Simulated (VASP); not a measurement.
# Si (P1) in VASP: single point with PBE

Aim: the single point of Si with PBE.

Everything below comes from runs of VASP 6.6.1. Logs are shortened: lines on timing, memory, paths and dates and some standing lists are left out, and cuts for length are marked.

### Step 1. The cell of the first run

The typed cell holds 64 atoms: a = 10.862 Å, b = 10.862 Å, c = 10.862 Å, α = 90.00°, β = 90.00°, γ = 90.00°.

### Step 2. Single point, PBE

File INCAR:

```
SYSTEM = Si
ALGO = Normal
EDIFF = 1E-6
ENCUT = 520
GGA = PE
ISIF = 2
ISMEAR = 0
LASPH = .TRUE.
LCHARG = .FALSE.
LREAL = Auto
LWAVE = .FALSE.
NBANDS = 166
NELM = 60
PREC = Accurate
SIGMA = 0.01
```

File KPOINTS:

```
k-points
0
G
  1 1 1
  0 0 0
```

File POSCAR:

```
Si
1.0
   10.8620000000      0.0000000000      0.0000000000
    0.0000000000     10.8620000000      0.0000000000
    0.0000000000      0.0000000000     10.8620000000
Si
64
Direct
    0.9966340000      0.0031990000      0.0024280000
    0.1227450000      0.1249580000      0.1245350000
    0.0013960000      0.2526580000      0.2462610000
    0.1206580000      0.3780910000      0.3743810000
    0.2524150000      0.9954160000      0.2494970000
    0.3770400000      0.1225030000      0.3790990000
    0.2536960000      0.2456780000      0.9956310000
    0.3753810000      0.3790430000      0.1239060000
    0.9973910000      0.9992830000      0.4956640000
    0.1224380000      0.1244280000      0.6249610000
    0.9975430000      0.2475220000      0.7474110000
    0.1246280000      0.3730650000      0.8705950000
    0.2531080000      0.0005200000      0.7513100000
    0.3721080000      0.1295350000      0.8783140000
    0.2465100000      0.2484600000      0.5020390000
    0.3769440000      0.3790180000      0.6242830000
    0.0030380000      0.5015680000      0.9981900000
    0.1258060000      0.6285210000      0.1281870000
    0.0000490000      0.7508190000      0.2457150000
    0.1226320000      0.8777380000      0.3742110000
    0.2469900000      0.5004490000      0.2518690000
    0.3766060000      0.6238460000      0.3744380000
    0.2500780000      0.7525630000      0.0001930000
    0.3740170000      0.8749050000      0.1206690000
    0.9957970000      0.5018720000      0.5044480000
    0.1258580000      0.6240200000      0.6219650000
    0.0000210000      0.7544380000      0.7524910000
    0.1253650000      0.8783170000      0.8725340000
    0.2501270000      0.5041660000      0.7507160000
    0.3746240000      0.6228760000      0.8754420000
    0.2542080000      0.7454490000      0.5026110000
    0.3779510000      0.8785550000      0.6272140000
    0.5028460000      0.0001720000      0.0005650000
    0.6243200000      0.1209130000      0.1284060000
    0.5006440000      0.2472370000      0.2500430000
    0.6248610000      0.3736820000      0.3735830000
    0.7503540000      0.0011370000      0.2510350000
    0.8746150000      0.1206540000      0.3725110000
    0.7470280000      0.2507780000      0.0033240000
    0.8777480000      0.3777350000      0.1279130000
    0.4977470000      0.0031460000      0.5015940000
    0.6211630000      0.1205500000      0.6205310000
    0.5023530000      0.2476940000      0.7464050000
    0.6261490000      0.3735680000      0.8710370000
    0.7468660000      0.0002520000      0.7469450000
    0.8729090000      0.1269480000      0.8745830000
    0.7483610000      0.2497590000      0.4956140000
    0.8739560000      0.3742720000      0.6221280000
    0.4963980000      0.5036810000      0.0000930000
    0.6223220000      0.6259730000      0.1279190000
    0.4955880000      0.7455610000      0.2467450000
    0.6270150000      0.8718720000      0.3768840000
    0.7516400000      0.5004120000      0.2474280000
    0.8793790000      0.6277420000      0.3751530000
    0.7474520000      0.7513670000      0.9990320000
    0.8756980000      0.8733540000      0.1262060000
    0.4959380000      0.4981460000      0.5043080000
    0.6284570000      0.6232180000      0.6283010000
    0.4982540000      0.7540440000      0.7522450000
    0.6242280000      0.8727200000      0.8704750000
    0.7534870000      0.4957460000      0.7529410000
    0.8792550000      0.6256470000      0.8719760000
    0.7533860000      0.7543620000      0.5018780000
    0.8750820000      0.8738770000      0.6235910000
```

Potentials or basis: VASP PAW PBE potentials, release 64 (Si).

On the command line:

```
cat potpaw_PBE.64/Si/POTCAR > POTCAR
mpirun -np 1 vasp_gam > vasp.out
```

OUTCAR:

```text
SYSTEM = Si
   EDIFF = 1E-6
   ENCUT = 520
   GGA = PE
   ISIF = 2
   ISMEAR = 0
   LASPH = .TRUE.
   LREAL = Auto
   NELM = 60
   PREC = Accurate

 ion  position               nearest neighbor table
   1  0.997  0.003  0.002-   2 2.32  56 2.35  46 2.35  28 2.41
   2  0.123  0.125  0.125-   1 2.32   3 2.33   7 2.39   5 2.41
   3  0.001  0.253  0.246-  40 2.30   2 2.33   4 2.34  38 2.42
   4  0.121  0.378  0.374-  21 2.33   3 2.34  25 2.38  15 2.40
   5  0.252  0.995  0.249-  24 2.33  20 2.34   6 2.39   2 2.41
   6  0.377  0.123  0.379-  41 2.27  35 2.37  15 2.38   5 2.39
[... 56 lines left out ...]
  63  0.753  0.754  0.502-  64 2.28  52 2.31  54 2.38  58 2.40
  64  0.875  0.874  0.624-  63 2.28  27 2.34   9 2.36  45 2.37

  LATTYP: Found a simple cubic cell.
 ALAT       =    10.8620000000

  Lattice vectors:

 A1 = (  10.8620000000,   0.0000000000,   0.0000000000)
 A2 = (   0.0000000000,  10.8620000000,   0.0000000000)
 A3 = (   0.0000000000,   0.0000000000,  10.8620000000)

Analysis of symmetry for initial positions (statically):
=====================================================================
 Subroutine PRICEL returns:
 Original cell was already a primitive cell.

 Routine SETGRP: Setting up the symmetry group for a
 simple cubic supercell.

 Subroutine GETGRP returns: Found  1 space group operations
 (whereof  1 operations were pure point group operations)
 out of a pool of 48 trial point group operations.

The static configuration has the point symmetry C_1 .

Analysis of symmetry for dynamics (positions and initial velocities):
=====================================================================
 Subroutine PRICEL returns:
 Original cell was already a primitive cell.

 Routine SETGRP: Setting up the symmetry group for a
 simple cubic supercell.

 Subroutine GETGRP returns: Found  1 space group operations
 (whereof  1 operations were pure point group operations)
 out of a pool of 48 trial point group operations.

The dynamic configuration has the point symmetry C_1 .

 Subroutine INISYM returns: Found  1 space group operations
 (whereof  1 operations are pure point group operations),
 and found     1 'primitive' translations

----------------------------------------------------------------------------------------

                                     Primitive cell

  volume of cell :    1281.5318

  direct lattice vectors                    reciprocal lattice vectors
    10.862000000  0.000000000  0.000000000     0.092064077  0.000000000  0.000000000
     0.000000000 10.862000000  0.000000000     0.000000000  0.092064077  0.000000000
     0.000000000  0.000000000 10.862000000     0.000000000  0.000000000  0.092064077

  length of vectors
    10.862000000 10.862000000 10.862000000     0.092064077  0.092064077  0.092064077

  position of ions in fractional coordinates (direct lattice)
     0.996634000  0.003199000  0.002428000
     0.122745000  0.124958000  0.124535000
     0.001396000  0.252658000  0.246261000
     0.120658000  0.378091000  0.374381000
     0.252415000  0.995416000  0.249497000
     0.377040000  0.122503000  0.379099000
[... 56 lines left out ...]
     0.753386000  0.754362000  0.501878000
     0.875082000  0.873877000  0.623591000

  ion indices of the primitive-cell ions
   primitive index   ion index
                 1           1
                 2           2
                 3           3
                 4           4
                 5           5
                 6           6
[... 56 lines left out ...]
                63          63
                64          64

----------------------------------------------------------------------------------------

 KPOINTS: k-points

Automatic generation of k-mesh.
 Grid dimensions read from file:
 generate k-points for:    1    1    1

 Generating k-lattice:

  Cartesian coordinates                     Fractional coordinates (reciprocal lattice)
     0.092064077  0.000000000  0.000000000     1.000000000  0.000000000  0.000000000
     0.000000000  0.092064077  0.000000000     0.000000000  1.000000000  0.000000000
     0.000000000  0.000000000  0.092064077     0.000000000  0.000000000  1.000000000

  Length of vectors
     0.092064077  0.092064077  0.092064077

  Shift w.r.t. Gamma in fractional coordinates (k-lattice)
     0.000000000  0.000000000  0.000000000

 Subroutine IBZKPT returns following result:
 ===========================================

 Found      1 irreducible k-points:

 Following reciprocal coordinates:
            Coordinates               Weight
  0.000000  0.000000  0.000000      1.000000
   k-points           NKPTS =      1   k-points in BZ     NKDIM =      1   number of bands    NBANDS=    166
   number of dos      NEDOS =    301   number of ions     NIONS =     64
   total plane-waves  NPLWV = 592704
   dimension x,y,z NGX =    84 NGY =   84 NGZ =   84
   dimension x,y,z NGXF=   168 NGYF=  168 NGZF=  168
   ions per type =              64
   NGX,Y,Z   is equivalent  to a cutoff of  12.86, 12.86, 12.86 a.u.
   NGXF,Y,Z  is equivalent  to a cutoff of  25.71, 25.71, 25.71 a.u.
 SYSTEM =  Si
   PREC   = accura    normal or accurate (medium, high low for compatibility)
   ISTART =      0    job   : 0-new  1-cont  2-samecut
   ICHARG =      2    charge: 1-file 2-atom 10-const
   ISPIN  =      1    spin polarized calculation?
   LNONCOLLINEAR =      F non collinear calculations
   LSORBIT =      F    spin-orbit coupling
   LASPH  =      T    aspherical Exc in radial PAW
   ENCUT  =  520.0 eV  38.22 Ry    6.18 a.u.  20.20 20.20 20.20*2*pi/ulx,y,z
   NELM   =     60;   NELMIN=  2; NELMDL= -5     # of ELM steps
   EDIFF  = 0.1E-05   stopping-criterion for ELM
   LREAL  =      T    real-space projection
   EDIFFG = 0.1E-04   stopping-criterion for IOM
   NSW    =      0    number of steps for IOM
   IBRION =     -1    ionic relax: 0-MD 1-quasi-New 2-CG
   NFREE  =      0    steps in history (QN), initial steepest desc. (CG)
   ISIF   =      2    stress and relaxation
   ISYM   =      2    0-nonsym 1-usesym 2-fastsym
   POTIM  = 0.5000    time-step for ionic-motion
   TEBEG  =    0.0;   TEEND  =   0.0 temperature during run
   PSTRESS=    0.0 pullay stress
   NELECT =     256.0000    total number of electrons
   NUPDOWN=      -1.0000    fix difference up-down
   EMIN   =  10.00;   EMAX   =-10.00  energy-range for DOS
   EFERMI =   0.00;   METHOD = LEGACY
   ISMEAR =     0;   SIGMA  =   0.01  broadening in eV -4-tet -1-fermi 0-gaus
   EFERMI_NEDOS =   21; number of points for ismear=-14 and -15
   IALGO  =     38    algorithm
   IMIX   =      4    mixing-type and parameters
     AMIX     =   0.40;   BMIX     =  1.00
     AMIX_MAG =   1.60;   BMIX_MAG =  1.00
  volume/ion in A,a.u.               =      20.02       135.13
  Fermi-wavevector in a.u.,A,eV,Ry     =   0.956999  1.808467 12.460868  0.915848
  Thomas-Fermi vector in A             =   2.085978
   LORBIT       =      0    0 simple, 1 ext, 2 COOP (PROOUT), +10 PAW based schemes
   GGA     = PE    functional components
   LHFCALC =     F    Hartree Fock is set to
   AEXX    =    0.0000 exact exchange contribution
   IVDW    =     0    specifies the selected vdW correction
   LEPSILON=     F    determine dielectric tensor
   LRPA    =     F    only Hartree local field effects (RPA)
 non-spin polarized calculation
 Gauss-broadening in eV      SIGMA  =   0.01
  energy-cutoff  :      520.00
  volume of cell :     1281.53
 maximum number of plane-waves:     17229
 NGX is ok and might be reduce to    84
   NGX = 41   NGY = 41   NGZ = 41

 number of electron     256.0000005 magnetization

 Free energy of the ion-electron system (eV)
  ---------------------------------------------------
  ext. energy  EPLUGINS =         0.00000000
  ---------------------------------------------------
  free energy    TOTEN  =      -339.13137237 eV

  energy without entropy =     -339.13137237  energy(sigma->0) =     -339.13137237

 E-fermi :   5.9883     XC(G=0):  -9.3791

 val. band max:        5.9235325158   @ k =   0.0000   0.0000   0.0000
 cond. band min:       6.4912002076   @ k =   0.0000   0.0000   0.0000
 fundamental gap:      0.5676676918
 Fermi energy:         5.9882854786

 k-point     1 :       0.0000    0.0000    0.0000
  band No.  band energies     occupation
      1      -6.1033      2.00000
      2      -5.0844      2.00000
      3      -5.0710      2.00000
      4      -5.0442      2.00000
      5      -4.9979      2.00000
      6      -4.9840      2.00000
[... 132 lines left out ...]
    139       7.0128      0.00000
    140       7.0271      0.00000
 [bands above 140 left out]

------------------------ aborting loop because EDIFF is reached ----------------------------------------

  FORCE on cell =-STRESS in cart. coord.  units (eV):
  Direction    XX          YY          ZZ          XY          YZ          ZX
  --------------------------------------------------------------------------------------
  -------------------------------------------------------------------------------------
  Total       24.4076493     23.9410820     24.1510004      0.9307660     -1.1426298      0.6389036
  in kB       30.5145620     29.9312574     30.1936983      1.1636481     -1.4285214      0.7987604
  external PRESSURE =      30.2131726 kB  Pullay stress =       0.0000000 kB

 VOLUME and BASIS-vectors are now :
 -----------------------------------------------------------------------------
  energy-cutoff  :      520.00
  volume of cell :     1281.53
      direct lattice vectors                 reciprocal lattice vectors
    10.862000000  0.000000000  0.000000000     0.092064077  0.000000000  0.000000000
     0.000000000 10.862000000  0.000000000     0.000000000  0.092064077  0.000000000
     0.000000000  0.000000000 10.862000000     0.000000000  0.000000000  0.092064077

 POSITION                                       TOTAL-FORCE (eV/Angst)
 -----------------------------------------------------------------------------------
     10.82544      0.03475      0.02637         0.167781     -0.388236     -0.493531
      1.33326      1.35729      1.35270         0.792705     -0.025620      0.024403
      0.01516      2.74437      2.67489        -0.204153     -0.421134      0.631226
      1.31059      4.10682      4.06653         0.156583     -0.345028      0.483295
      2.74173     10.81221      2.71004        -0.252480      0.699642      0.096512
      4.09541      1.33063      4.11777        -0.750564      0.485217     -0.671791
[... 56 lines left out ...]
      8.18328      8.19388      5.45140        -0.344708     -1.076054     -0.196645
      9.50514      9.49205      6.77345         0.210326      0.636055      0.408586
 -----------------------------------------------------------------------------------
    total drift:                                0.001281      0.001846     -0.010740

  FREE ENERGIE OF THE ION-ELECTRON SYSTEM (eV)
  ---------------------------------------------------
  free  energy   TOTEN  =      -339.1313723715 eV

  energy  without entropy=     -339.1313723715  energy(sigma->0) =     -339.13137237
```

It took 8 min on 1 thread of AMD EPYC 7R43 (Zen 3), shared host; peak memory 0.99 GiB.

Results:

- Free energy: -339.1314 eV
- Pressure: 3.0 GPa
- Largest force: 2.062 eV/Å
- Band gap on the k mesh: 0.57 eV

Forces on the atoms (eV/Å):
```
Si   0.168 -0.388 -0.494
Si   0.793 -0.026  0.024
Si  -0.204 -0.421  0.631
Si   0.157 -0.345  0.483
Si  -0.252  0.700  0.097
Si  -0.751  0.485 -0.672
Si  -1.161  1.293  1.109
Si  -0.311 -0.743  0.181
Si   0.250  0.057  0.637
Si   0.136 -0.462 -0.018
Si   0.006  0.320  0.057
Si   0.194 -0.009  0.259
Si  -0.365  0.376 -0.146
Si   1.379 -1.031 -0.939
Si   0.287  0.528 -0.297
Si  -0.855 -0.925  0.602
Si   0.084 -0.092  0.227
Si   0.171 -0.361 -0.655
Si   0.146  0.118  0.751
Si   0.581 -0.865  0.067
Si   0.311  0.060 -0.078
Si  -0.244 -0.298  0.205
Si  -0.283 -0.358 -0.395
Si   0.402  0.013  0.303
Si   0.438 -0.109 -0.645
Si  -0.253  0.388  0.771
Si   0.348 -0.408 -0.774
Si  -0.088  0.127  0.697
Si  -0.113 -0.605 -0.282
Si  -0.208  0.910  0.017
Si  -0.337  0.964 -0.442
Si  -0.416 -0.413 -0.238
Si  -0.306 -0.056 -0.413
Si   0.128  0.427 -0.306
Si  -0.347  0.323  0.022
Si  -0.219  0.425 -0.019
Si  -0.095 -0.830 -0.051
Si   0.175  1.057 -0.079
Si   0.268  0.055 -0.024
Si  -0.277 -0.084 -0.908
Si   0.366 -1.139 -0.513
Si   0.750  0.793  0.329
Si  -0.432  0.238  0.177
Si  -0.467  0.066  0.801
Si   0.387 -0.060  0.091
Si  -0.365 -0.134  0.128
Si   0.146 -0.393  0.255
Si  -0.249 -0.373  0.268
Si   0.869 -0.530 -0.199
Si   0.412 -0.230 -0.673
Si   0.362  0.853  0.495
Si  -0.727  0.383 -0.347
Si  -0.136  0.271  0.708
Si  -0.644 -0.022 -0.108
Si   0.319 -0.376 -0.001
Si  -0.536  0.377 -0.381
Si   1.207  0.562 -0.850
Si  -0.301  0.275 -0.094
Si   0.112 -0.999 -0.415
Si   0.191  0.618  0.638
Si   0.049  0.446 -0.367
Si  -0.515  0.019  0.578
Si  -0.345 -1.076 -0.197
Si   0.210  0.636  0.409
```

Levels at points of the mesh, in eV from the valence-band top:
| k point | band 126 | band 127 | band 128 | band 129 | band 130 | band 131 |
| --- | --- | --- | --- | --- | --- | --- |
| (0.00, 0.00, 0.00) | -0.06 | -0.05 | 0.00 | 0.57 | 0.57 | 0.63 |

Caveat: the k points lie up to 0.58 Å⁻¹ apart; forces of over 1 eV/Å act on the atoms, so gaps and moduli don't describe the material at rest. PBE gaps usually lie below the measured ones, often by a third to a half.
